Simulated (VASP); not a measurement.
Input of a VASP 6.6.1 run:

POSCAR

```
Cu
1.0
   -1.4427900000      1.4427900000      1.3760800000
    1.4427900000     -1.4427900000      1.3760800000
    1.4427900000      1.4427900000     -1.3760800000
Cu
1
Direct
    0.0000000000      0.0000000000      0.0000000000
```

File INCAR.step1:

```
SYSTEM = Cu
PREC = Accurate
ENCUT = 520
ISMEAR = 0
SIGMA = 0.1
LREAL = .False.
LASPH = .True.
NELM = 100
NBANDS = 12
GGA = PE
ALGO = Normal
EDIFF = 1E-4
LWAVE = .True.
LCHARG = .False.
```

INCAR.step2

```
SYSTEM = Cu
PREC = Accurate
ENCUT = 520
EDIFF = 1E-6
ISMEAR = 0
SIGMA = 0.1
LREAL = .False.
LASPH = .True.
NELM = 100
ALGO = Normal
ISIF = 2
LWAVE = .False.
LCHARG = .False.
METAGGA = R2SCAN
LMIXTAU = .True.
NBANDS = 12
ISTART = 1
```

Contents of KPOINTS:

```
Automatic mesh
0
Gamma
  13 13 13
  0 0 0
```

Potentials or basis: VASP PAW PBE potentials, release 64 (Cu).

Launch:

```sh
$ cat potpaw_PBE.64/Cu/POTCAR > POTCAR
$ cp INCAR.step1 INCAR
$ mpirun -np 1 vasp_std > vasp.out
$ cp INCAR.step2 INCAR
$ mpirun -np 1 vasp_std > vasp.out
```

Q: Estimate the pressure.

A: 1.0 GPa.

Stress tensor (GPa, compression positive):
```
1.01 0.00 0.00
0.00 1.01 0.00
0.00 0.00 0.93
```

Caveat: the PAW data sets were made with another functional, which shifts forces and pressure a little.
